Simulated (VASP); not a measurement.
# KZrCl3 (Pm-3m) in VASP: a series of runs

KZrCl3 is run at these levels: PBE, r2SCAN; tasks: single point.

Everything below comes from runs of VASP 6.6.1. Logs are shortened: lines on timing, memory, paths and dates and some standing lists are left out, and cuts for length are marked.

**1. The cell of the first run**

Symmetry: Pm-3m, No. 221, cubic system. The conventional cell has a = 5.121 Å, b = 5.121 Å, c = 5.121 Å, α = 90.00°, β = 90.00°, γ = 90.00°. Within 4.8 Å of K (site symmetry m-3m) lie 12 Cl at 3.62 Å and 8 Zr at 4.43 Å. Within 3.4 Å of Zr (site symmetry m-3m) lie 6 Cl at 2.56 Å. Cl (site symmetry 4/mmm) has 2 Zr at 2.56 Å within 3.4 Å.

**2. Single point, PBE**

File INCAR:

```
SYSTEM = KZrCl3
ALGO = Normal
EDIFF = 1E-6
ENCUT = 520
GGA = PE
ISIF = 2
ISMEAR = 0
LASPH = .TRUE.
LCHARG = .TRUE.
LELF = .TRUE.
LREAL = .FALSE.
LVHAR = .TRUE.
LWAVE = .FALSE.
NBANDS = 29
NELM = 100
PREC = Accurate
SIGMA = 0.1
```

File KPOINTS:

```
k-points
0
G
  8 8 8
  0 0 0
```

File POSCAR:

```
KZrCl3
1.0
    5.1209908896      0.0000000000      0.0000000000
    0.0000000000      5.1209908896      0.0000000000
    0.0000000000      0.0000000000      5.1209908896
K Zr Cl
1 1 3
Direct
    0.0000000000      0.0000000000      0.0000000000
    0.5000000000      0.5000000000      0.5000000000
    0.0000000000      0.5000000000      0.5000000000
    0.5000000000      0.5000000000      0.0000000000
    0.5000000000      0.0000000000      0.5000000000
```

Potentials or basis: VASP PAW PBE potentials, release 64 (K_sv, Zr_sv, Cl).

Run with:

```bash
$ cat potpaw_PBE.64/K_sv/POTCAR potpaw_PBE.64/Zr_sv/POTCAR potpaw_PBE.64/Cl/POTCAR > POTCAR
$ mpirun -np 1 vasp_std > vasp.out
```

OUTCAR:

```text
SYSTEM = KZrCl3
   EDIFF = 1E-6
   ENCUT = 520
   GGA = PE
   ISIF = 2
   ISMEAR = 0
   LASPH = .TRUE.
   LREAL = .FALSE.
   NELM = 100
   PREC = Accurate

 ion  position               nearest neighbor table
   1  0.000  0.000  0.000-
   2  0.500  0.500  0.500-   3 2.56   4 2.56   5 2.56   4 2.56   5 2.56   3 2.56
   3  0.000  0.500  0.500-   2 2.56   2 2.56
   4  0.500  0.500  0.000-   2 2.56   2 2.56
   5  0.500  0.000  0.500-   2 2.56   2 2.56

  LATTYP: Found a simple cubic cell.
 ALAT       =     5.1209908896

  Lattice vectors:

 A1 = (   5.1209908896,   0.0000000000,   0.0000000000)
 A2 = (   0.0000000000,   5.1209908896,   0.0000000000)
 A3 = (   0.0000000000,   0.0000000000,   5.1209908896)

Analysis of symmetry for initial positions (statically):
=====================================================================
 Subroutine PRICEL returns:
 Original cell was already a primitive cell.

 Routine SETGRP: Setting up the symmetry group for a
 simple cubic supercell.

 Subroutine GETGRP returns: Found 48 space group operations
 (whereof 48 operations were pure point group operations)
 out of a pool of 48 trial point group operations.

The static configuration has the point symmetry O_h .

Analysis of symmetry for dynamics (positions and initial velocities):
=====================================================================
 Subroutine PRICEL returns:
 Original cell was already a primitive cell.

 Routine SETGRP: Setting up the symmetry group for a
 simple cubic supercell.

 Subroutine GETGRP returns: Found 48 space group operations
 (whereof 48 operations were pure point group operations)
 out of a pool of 48 trial point group operations.

The dynamic configuration has the point symmetry O_h .

 Subroutine INISYM returns: Found 48 space group operations
 (whereof 48 operations are pure point group operations),
 and found     1 'primitive' translations

----------------------------------------------------------------------------------------

                                     Primitive cell

  volume of cell :     134.2957

  direct lattice vectors                    reciprocal lattice vectors
     5.120990890  0.000000000  0.000000000     0.195274708  0.000000000  0.000000000
     0.000000000  5.120990890  0.000000000     0.000000000  0.195274708  0.000000000
     0.000000000  0.000000000  5.120990890     0.000000000  0.000000000  0.195274708

  length of vectors
     5.120990890  5.120990890  5.120990890     0.195274708  0.195274708  0.195274708

  position of ions in fractional coordinates (direct lattice)
     0.000000000  0.000000000  0.000000000
     0.500000000  0.500000000  0.500000000
     0.000000000  0.500000000  0.500000000
     0.500000000  0.500000000  0.000000000
     0.500000000  0.000000000  0.500000000

  ion indices of the primitive-cell ions
   primitive index   ion index
                 1           1
                 2           2
                 3           3
                 4           4
                 5           5

----------------------------------------------------------------------------------------

 KPOINTS: k-points

Automatic generation of k-mesh.
 Grid dimensions read from file:
 generate k-points for:    8    8    8

 Generating k-lattice:

  Cartesian coordinates                     Fractional coordinates (reciprocal lattice)
     0.024409338  0.000000000  0.000000000     0.125000000  0.000000000  0.000000000
     0.000000000  0.024409338  0.000000000     0.000000000  0.125000000  0.000000000
     0.000000000  0.000000000  0.024409338     0.000000000  0.000000000  0.125000000

  Length of vectors
     0.024409338  0.024409338  0.024409338

  Shift w.r.t. Gamma in fractional coordinates (k-lattice)
     0.000000000  0.000000000  0.000000000

 Subroutine IBZKPT returns following result:
 ===========================================

 Found     35 irreducible k-points:

 Following reciprocal coordinates:
            Coordinates               Weight
  0.000000  0.000000  0.000000      1.000000
  0.125000  0.000000  0.000000      6.000000
  0.250000  0.000000  0.000000      6.000000
  0.375000  0.000000  0.000000      6.000000
  0.500000  0.000000  0.000000      3.000000
  0.125000  0.125000  0.000000     12.000000
[... 16 lines left out ...]
  0.375000  0.375000  0.125000     24.000000
  0.500000  0.375000  0.125000     24.000000
 [... further k-points ...]
   k-points           NKPTS =     35   k-points in BZ     NKDIM =     35   number of bands    NBANDS=     29
   number of dos      NEDOS =    301   number of ions     NIONS =      5
   total plane-waves  NPLWV =  64000
   dimension x,y,z NGX =    40 NGY =   40 NGZ =   40
   dimension x,y,z NGXF=    80 NGYF=   80 NGZF=   80
   ions per type =               1   1   3
   NGX,Y,Z   is equivalent  to a cutoff of  12.99, 12.99, 12.99 a.u.
   NGXF,Y,Z  is equivalent  to a cutoff of  25.97, 25.97, 25.97 a.u.
 SYSTEM =  KZrCl3
   PREC   = accura    normal or accurate (medium, high low for compatibility)
   ISTART =      0    job   : 0-new  1-cont  2-samecut
   ICHARG =      2    charge: 1-file 2-atom 10-const
   ISPIN  =      1    spin polarized calculation?
   LNONCOLLINEAR =      F non collinear calculations
   LSORBIT =      F    spin-orbit coupling
   LASPH  =      T    aspherical Exc in radial PAW
   ENCUT  =  520.0 eV  38.22 Ry    6.18 a.u.   9.52  9.52  9.52*2*pi/ulx,y,z
   NELM   =    100;   NELMIN=  2; NELMDL= -5     # of ELM steps
   EDIFF  = 0.1E-05   stopping-criterion for ELM
   LREAL  =      F    real-space projection
[... 7 lines left out ...]
   TEBEG  =    0.0;   TEEND  =   0.0 temperature during run
   PSTRESS=    0.0 pullay stress
   NELECT =      42.0000    total number of electrons
   NUPDOWN=      -1.0000    fix difference up-down
   EMIN   =  10.00;   EMAX   =-10.00  energy-range for DOS
   EFERMI =   0.00;   METHOD = LEGACY
   ISMEAR =     0;   SIGMA  =   0.10  broadening in eV -4-tet -1-fermi 0-gaus
   EFERMI_NEDOS =   21; number of points for ismear=-14 and -15
   IALGO  =     38    algorithm
   IMIX   =      4    mixing-type and parameters
     AMIX     =   0.40;   BMIX     =  1.00
     AMIX_MAG =   1.60;   BMIX_MAG =  1.00
  volume/ion in A,a.u.               =      26.86       181.25
  Fermi-wavevector in a.u.,A,eV,Ry     =   1.111230  2.099920 16.800908  1.234832
  Thomas-Fermi vector in A             =   2.247791
   LORBIT       =      0    0 simple, 1 ext, 2 COOP (PROOUT), +10 PAW based schemes
   GGA     = PE    functional components
   LHFCALC =     F    Hartree Fock is set to
   AEXX    =    0.0000 exact exchange contribution
   IVDW    =     0    specifies the selected vdW correction
   LEPSILON=     F    determine dielectric tensor
   LRPA    =     F    only Hartree local field effects (RPA)
 non-spin polarized calculation
 Gauss-broadening in eV      SIGMA  =   0.10
  energy-cutoff  :      520.00
  volume of cell :      134.30
 maximum number of plane-waves:      3695
 NGX is ok and might be reduce to    40
   NGX = 19   NGY = 19   NGZ = 19

 number of electron      42.0000016 magnetization

 Free energy of the ion-electron system (eV)
  ---------------------------------------------------
  ext. energy  EPLUGINS =         0.00000000
  ---------------------------------------------------
  free energy    TOTEN  =       -22.52627939 eV

  energy without entropy =      -22.52226553  energy(sigma->0) =      -22.52427246

 E-fermi :   5.3220     XC(G=0):  -8.4696

 val. band max:        5.1462475874   @ k =   0.2500   0.2500   0.1250
 cond. band min:       5.3358503882   @ k =   0.2500   0.2500   0.2500
 fundamental gap:      0.1896028008
 Fermi energy:         5.3220480159

 k-point     1 :       0.0000    0.0000    0.0000
  band No.  band energies     occupation
      1     -44.9852      2.00000
      2     -27.5050      2.00000
      3     -23.1299      2.00000
      4     -23.1299      2.00000
      5     -23.1299      2.00000
      6     -13.0324      2.00000
[... 21 lines left out ...]
     28       7.6287      0.00000
     29       8.3643      0.00000

 k-point     2 :       0.1250    0.0000    0.0000
  band No.  band energies     occupation
      1     -44.9851      2.00000
      2     -27.5049      2.00000
      3     -23.1349      2.00000
      4     -23.1298      2.00000
      5     -23.1298      2.00000
      6     -13.0082      2.00000
[... 21 lines left out ...]
     28       7.7824      0.00000
     29       8.5749      0.00000

 k-point     3 :       0.2500    0.0000    0.0000
  band No.  band energies     occupation
      1     -44.9850      2.00000
      2     -27.5048      2.00000
      3     -23.1468      2.00000
      4     -23.1297      2.00000
      5     -23.1297      2.00000
      6     -12.9571      2.00000
[... 21 lines left out ...]
     28       8.1883      0.00000
     29       9.4206      0.00000

 k-point     4 :       0.3750    0.0000    0.0000
  band No.  band energies     occupation
      1     -44.9850      2.00000
      2     -27.5046      2.00000
      3     -23.1587      2.00000
      4     -23.1295      2.00000
      5     -23.1295      2.00000
      6     -12.9178      2.00000
[... 21 lines left out ...]
     28       8.6676      0.00000
     29       9.2815      0.00000

 k-point     5 :       0.5000    0.0000    0.0000
  band No.  band energies     occupation
      1     -44.9849      2.00000
      2     -27.5045      2.00000
      3     -23.1636      2.00000
      4     -23.1294      2.00000
      5     -23.1294      2.00000
      6     -12.9050      2.00000
[... 21 lines left out ...]
     28       8.9000      0.00000
     29       9.2214      0.00000
[... 510 lines left out ...]
     28       9.0254      0.00000
     29       9.3830      0.00000

 k-point    22 :       0.5000    0.2500    0.1250
  band No.  band energies     occupation
      1     -44.9847      2.00000
      2     -27.5043      2.00000
      3     -23.1633      2.00000
      4     -23.1462      2.00000
      5     -23.1341      2.00000
      6     -12.7599      2.00000
[... 21 lines left out ...]
     28       9.3464      0.00000
     29       9.4289      0.00000

 k-point    23 :       0.3750    0.3750    0.1250
  band No.  band energies     occupation
      1     -44.9847      2.00000
      2     -27.5042      2.00000
      3     -23.1582      2.00000
      4     -23.1582      2.00000
      5     -23.1340      2.00000
      6     -12.7148      2.00000
[... 21 lines left out ...]
     28       9.2506      0.00000
     29       9.3122      0.00000

 k-point    24 :       0.5000    0.3750    0.1250
  band No.  band energies     occupation
      1     -44.9847      2.00000
      2     -27.5041      2.00000
      3     -23.1631      2.00000
      4     -23.1581      2.00000
      5     -23.1339      2.00000
      6     -12.6939      2.00000
[... 21 lines left out ...]
     28       9.1857      0.00000
     29       9.6257      0.00000

 [... further k-points ...]
[... 5 lines left out ...]
  --------------------------------------------------------------------------------------
  -------------------------------------------------------------------------------------
  Total        0.0200233      0.0200233      0.0200233     -0.0000000     -0.0000000     -0.0000000
  in kB        0.2388822      0.2388822      0.2388822     -0.0000000     -0.0000000     -0.0000000
  external PRESSURE =       0.2388822 kB  Pullay stress =       0.0000000 kB

 VOLUME and BASIS-vectors are now :
 -----------------------------------------------------------------------------
  energy-cutoff  :      520.00
  volume of cell :      134.30
      direct lattice vectors                 reciprocal lattice vectors
     5.120990890  0.000000000  0.000000000     0.195274708  0.000000000  0.000000000
     0.000000000  5.120990890  0.000000000     0.000000000  0.195274708  0.000000000
     0.000000000  0.000000000  5.120990890     0.000000000  0.000000000  0.195274708

 POSITION                                       TOTAL-FORCE (eV/Angst)
 -----------------------------------------------------------------------------------
      0.00000      0.00000      0.00000         0.000000      0.000000      0.000000
      2.56050      2.56050      2.56050         0.000000      0.000000      0.000000
      0.00000      2.56050      2.56050         0.000000      0.000000      0.000000
      2.56050      2.56050      0.00000         0.000000      0.000000      0.000000
      2.56050      0.00000      2.56050         0.000000      0.000000      0.000000
 -----------------------------------------------------------------------------------
    total drift:                                0.000000      0.000000     -0.000000

  FREE ENERGIE OF THE ION-ELECTRON SYSTEM (eV)
  ---------------------------------------------------
  free  energy   TOTEN  =       -22.5262793863 eV

  energy  without entropy=      -22.5222655324  energy(sigma->0) =      -22.52427246
```

Run time: 1.8 min. Hardware: 1 thread of Intel Xeon Platinum 8259CL at 2.50GHz (Skylake/Cascade Lake), shared host; peak memory 0.32 GiB.

What came out:

```
Free energy            : -22.5263 eV
Pressure               : 0.0 GPa
Band gap on the k mesh : zero (band 21 reaches 6.73 eV, above the bottom of band 22 at 4.28 eV)
```

[end of part 1 of 2]
